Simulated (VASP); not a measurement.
# Sc (Im-3m) in VASP: further runs, part 2 of 2

VASP 6.6.1.

## Step 3: Relaxation of the atoms, PBEsol

Contents of INCAR:

```
PREC     = Accurate       # precision mode
ENCUT    = 520            # plane-wave cutoff, eV
EDIFF    = 1E-6           # SCF threshold, eV
ISMEAR   = -1             # smearing method
SIGMA    = 0.0134         # smearing width, eV
LREAL    = False          # projectors in reciprocal space
LASPH    = True           # aspherical terms in the spheres
NELM     = 60             # most SCF steps
ALGO     = Normal         # electronic algorithm
ISIF     = 2              # what is computed and relaxed
LWAVE    = False          # write WAVECAR
LCHARG   = False          # write CHGCAR
GGA      = PS             # functional
IBRION   = 2              # ionic algorithm
NSW      = 100            # ionic steps
EDIFFG   = -0.03          # ionic threshold
```

Contents of KPOINTS:

```
regular mesh
0
Gamma
  14 14 14
```

Contents of POSCAR:

```
Sc
1.0
   -1.6950560000      1.6950560000      1.6950560000
    1.6950560000     -1.6950560000      1.6950560000
    1.6950560000      1.6950560000     -1.6950560000
Sc
1
Direct
    0.0000000000      0.0000000000      0.0000000000
```

Potentials or basis: VASP PAW PBE potentials, release 64 (Sc_sv).

The run is started by

```
$ cat potpaw_PBE.64/Sc_sv/POTCAR > POTCAR
$ mpirun -np 1 vasp_std > vasp.out
```

OUTCAR:

```text
PREC = Accurate
   ENCUT = 520
   EDIFF = 1E-6
   ISMEAR = -1
   LREAL = False
   LASPH = True
   NELM = 60
   ISIF = 2
   GGA = PS
   IBRION = 2
   NSW = 100
   EDIFFG = -0.03

 ion  position               nearest neighbor table
   1  0.000  0.000  0.000-

  LATTYP: Found a body centered cubic cell.
 ALAT       =     3.3901120000

  Lattice vectors:

 A1 = (  -1.6950560000,   1.6950560000,   1.6950560000)
 A2 = (   1.6950560000,  -1.6950560000,   1.6950560000)
 A3 = (   1.6950560000,   1.6950560000,  -1.6950560000)

Analysis of symmetry for initial positions (statically):
=====================================================================
 Subroutine PRICEL returns:
 Original cell was already a primitive cell.

 Routine SETGRP: Setting up the symmetry group for a
 body centered cubic supercell.

 Subroutine GETGRP returns: Found 48 space group operations
 (whereof 48 operations were pure point group operations)
 out of a pool of 48 trial point group operations.

The static configuration has the point symmetry O_h .

Analysis of symmetry for dynamics (positions and initial velocities):
=====================================================================
 Subroutine PRICEL returns:
 Original cell was already a primitive cell.

 Routine SETGRP: Setting up the symmetry group for a
 body centered cubic supercell.

 Subroutine GETGRP returns: Found 48 space group operations
 (whereof 48 operations were pure point group operations)
 out of a pool of 48 trial point group operations.

The dynamic configuration has the point symmetry O_h .

 Subroutine INISYM returns: Found 48 space group operations
 (whereof 48 operations are pure point group operations),
 and found     1 'primitive' translations

----------------------------------------------------------------------------------------

                                     Primitive cell

  volume of cell :      19.4810

  direct lattice vectors                    reciprocal lattice vectors
    -1.695056000  1.695056000  1.695056000     0.000000000  0.294975505  0.294975505
     1.695056000 -1.695056000  1.695056000     0.294975505  0.000000000  0.294975505
     1.695056000  1.695056000 -1.695056000     0.294975505  0.294975505  0.000000000

  length of vectors
     2.935923114  2.935923114  2.935923114     0.417158360  0.417158360  0.417158360

  position of ions in fractional coordinates (direct lattice)
     0.000000000  0.000000000  0.000000000

  ion indices of the primitive-cell ions
   primitive index   ion index
                 1           1

----------------------------------------------------------------------------------------

 KPOINTS: regular mesh

Automatic generation of k-mesh.
 Grid dimensions read from file:
 generate k-points for:   14   14   14

 Generating k-lattice:

  Cartesian coordinates                     Fractional coordinates (reciprocal lattice)
     0.000000000  0.021069679  0.021069679     0.071428571  0.000000000  0.000000000
     0.021069679  0.000000000  0.021069679     0.000000000  0.071428571  0.000000000
     0.021069679  0.021069679  0.000000000     0.000000000  0.000000000  0.071428571

  Length of vectors
     0.029797026  0.029797026  0.029797026

  Shift w.r.t. Gamma in fractional coordinates (k-lattice)
     0.000000000  0.000000000  0.000000000

 Subroutine IBZKPT returns following result:
 ===========================================

 Found    104 irreducible k-points:

 Following reciprocal coordinates:
            Coordinates               Weight
  0.000000  0.000000  0.000000      1.000000
  0.071429  0.000000  0.000000     12.000000
  0.142857  0.000000  0.000000     12.000000
  0.214286  0.000000  0.000000     12.000000
  0.285714  0.000000  0.000000     12.000000
  0.357143  0.000000  0.000000     12.000000
[... 16 lines left out ...]
  0.285714  0.285714  0.000000     24.000000
  0.357143  0.285714  0.000000     24.000000
 [... further k-points ...]
   k-points           NKPTS =    104   k-points in BZ     NKDIM =    104   number of bands    NBANDS=      9
   number of dos      NEDOS =    301   number of ions     NIONS =      1
   total plane-waves  NPLWV =  13824
   dimension x,y,z NGX =    24 NGY =   24 NGZ =   24
   dimension x,y,z NGXF=    48 NGYF=   48 NGZF=   48
   ions per type =               1
   NGX,Y,Z   is equivalent  to a cutoff of  13.59, 13.59, 13.59 a.u.
   NGXF,Y,Z  is equivalent  to a cutoff of  27.18, 27.18, 27.18 a.u.
 SYSTEM =  unknown system
   PREC   = accura    normal or accurate (medium, high low for compatibility)
   ISTART =      0    job   : 0-new  1-cont  2-samecut
   ICHARG =      2    charge: 1-file 2-atom 10-const
   ISPIN  =      1    spin polarized calculation?
   LNONCOLLINEAR =      F non collinear calculations
   LSORBIT =      F    spin-orbit coupling
   LASPH  =      T    aspherical Exc in radial PAW
   ENCUT  =  520.0 eV  38.22 Ry    6.18 a.u.   5.46  5.46  5.46*2*pi/ulx,y,z
   NELM   =     60;   NELMIN=  2; NELMDL= -5     # of ELM steps
   EDIFF  = 0.1E-05   stopping-criterion for ELM
   LREAL  =      F    real-space projection
   EDIFFG = -.3E-01   stopping-criterion for IOM
   NSW    =    100    number of steps for IOM
   IBRION =      2    ionic relax: 0-MD 1-quasi-New 2-CG
   NFREE  =      1    steps in history (QN), initial steepest desc. (CG)
   ISIF   =      2    stress and relaxation
   ISYM   =      2    0-nonsym 1-usesym 2-fastsym
   POTIM  = 0.5000    time-step for ionic-motion
   TEBEG  =    0.0;   TEEND  =   0.0 temperature during run
   PSTRESS=    0.0 pullay stress
   NELECT =      11.0000    total number of electrons
   NUPDOWN=      -1.0000    fix difference up-down
   EMIN   =  10.00;   EMAX   =-10.00  energy-range for DOS
   EFERMI =   0.00;   METHOD = LEGACY
   ISMEAR =    -1;   SIGMA  =   0.01  broadening in eV -4-tet -1-fermi 0-gaus
   EFERMI_NEDOS =   21; number of points for ismear=-14 and -15
   IALGO  =     38    algorithm
   IMIX   =      4    mixing-type and parameters
     AMIX     =   0.40;   BMIX     =  1.00
     AMIX_MAG =   1.60;   BMIX_MAG =  1.00
  volume/ion in A,a.u.               =      19.48       131.46
  Fermi-wavevector in a.u.,A,eV,Ry     =   1.353116  2.557018 24.911216  1.830923
  Thomas-Fermi vector in A             =   2.480398
   LORBIT       =      0    0 simple, 1 ext, 2 COOP (PROOUT), +10 PAW based schemes
   GGA     = PS    functional components
   LHFCALC =     F    Hartree Fock is set to
   AEXX    =    0.0000 exact exchange contribution
   IVDW    =     0    specifies the selected vdW correction
   LEPSILON=     F    determine dielectric tensor
   LRPA    =     F    only Hartree local field effects (RPA)
 conjugate gradient relaxation of ions
 non-spin polarized calculation
  energy-cutoff  :      520.00
  volume of cell :       19.48
 maximum number of plane-waves:       543
 NGX is ok and might be reduce to    24
   NGX = 11   NGY = 11   NGZ = 11

 number of electron      10.9999997 magnetization

 Free energy of the ion-electron system (eV)
  ---------------------------------------------------
  ext. energy  EPLUGINS =         0.00000000
  ---------------------------------------------------
  free energy    TOTEN  =        -6.30975828 eV

  energy without entropy =       -6.30803863  energy(sigma->0) =       -6.30889845

 E-fermi :   5.1985     XC(G=0): -10.9987

 val. band max:        5.1846296900   @ k =   0.2143   0.1429   0.1429
 cond. band min:       5.1989008517   @ k =   0.3571   0.2143   0.0000
 fundamental gap:      0.0142711617
 Fermi energy:         5.1984581610

 k-point     1 :       0.0000    0.0000    0.0000
  band No.  band energies     occupation
      1     -43.5976      2.00000
      2     -21.8760      2.00000
      3     -21.8760      2.00000
      4     -21.8760      2.00000
      5      -0.4257      2.00000
      6       6.9400      0.00000
      7       6.9400      0.00000
      8       6.9400      0.00000
      9       8.8382      0.00000

 k-point     2 :       0.0714    0.0000    0.0000
  band No.  band energies     occupation
      1     -43.5892      2.00000
      2     -21.9215      2.00000
      3     -21.8894      2.00000
      4     -21.8765      2.00000
      5      -0.2541      2.00000
      6       6.8447      0.00000
      7       6.9041      0.00000
      8       7.0778      0.00000
      9       8.7417      0.00000
[... 253 lines left out ...]
 k-point    24 :       0.3571    0.2857    0.0000
  band No.  band energies     occupation
      1     -43.4049      2.00000
      2     -22.5321      2.00000
      3     -22.3974      2.00000
      4     -21.9805      2.00000
      5       4.4594      2.00000
      6       5.0597      1.99994
      7       5.1545      1.92758
      8       8.9860      0.00000
      9       9.2578      0.00000

 [... further k-points ...]
[... 5 lines left out ...]
  --------------------------------------------------------------------------------------
  -------------------------------------------------------------------------------------
  Total        1.8560846      1.8560846      1.8560846     -0.0000000     -0.0000000     -0.0000000
  in kB      152.6497844    152.6497844    152.6497844     -0.0000000     -0.0000000     -0.0000000
  external PRESSURE =     152.6497844 kB  Pullay stress =       0.0000000 kB

 VOLUME and BASIS-vectors are now :
 -----------------------------------------------------------------------------
  energy-cutoff  :      520.00
  volume of cell :       19.48
      direct lattice vectors                 reciprocal lattice vectors
    -1.695056000  1.695056000  1.695056000     0.000000000  0.294975505  0.294975505
     1.695056000 -1.695056000  1.695056000     0.294975505  0.000000000  0.294975505
     1.695056000  1.695056000 -1.695056000     0.294975505  0.294975505  0.000000000

 POSITION                                       TOTAL-FORCE (eV/Angst)
 -----------------------------------------------------------------------------------
      0.00000      0.00000      0.00000         0.000000      0.000000     -0.000000
 -----------------------------------------------------------------------------------
    total drift:                               -0.000000      0.000000      0.000000

  FREE ENERGIE OF THE ION-ELECTRON SYSTEM (eV)
  ---------------------------------------------------
  free  energy   TOTEN  =        -6.3097582797 eV

  energy  without entropy=       -6.3080386282  energy(sigma->0) =       -6.30889845

 reached required accuracy - stopping structural energy minimisation
```

It took 14 s on 1 thread of AMD EPYC 9R14 (Zen 4), shared host; peak memory 0.11 GiB.

Results:

- Free energy: -6.3098 eV
- Pressure after relaxing: 15.3 GPa
- Band gap on the k mesh: zero (an odd number of electrons rules out a gap without spin polarisation)

Final structure:
```cif
data_structure
_symmetry_space_group_name_H-M 'P 1'
_symmetry_Int_Tables_number 1
_cell_length_a 2.9359
_cell_length_b 2.9359
_cell_length_c 2.9359
_cell_angle_alpha 109.471
_cell_angle_beta 109.471
_cell_angle_gamma 109.471
_cell_volume 19.48
loop_
_atom_site_label
_atom_site_type_symbol
_atom_site_fract_x
_atom_site_fract_y
_atom_site_fract_z
_atom_site_occupancy
Sc1 Sc 0.00000 0.00000 0.00000 1
```

Levels at points of the mesh, in eV from the Fermi level:
```
           k point  band 3  band 4  band 5  band 6  band 7  band 8
(0.00, 0.00, 0.00)  -27.07  -27.07   -5.62    1.74    1.74    1.74
(0.50, 0.00, 0.00)  -27.34  -27.08   -2.19    0.15    1.14    3.66
(0.50, 0.50, 0.50)  -27.65  -27.65   -1.84   -1.84    5.05    5.05
```

Caveat: the relaxation stopped at its first step, so nothing moved; the PAW data sets were made with another functional, which shifts forces and pressure a little.
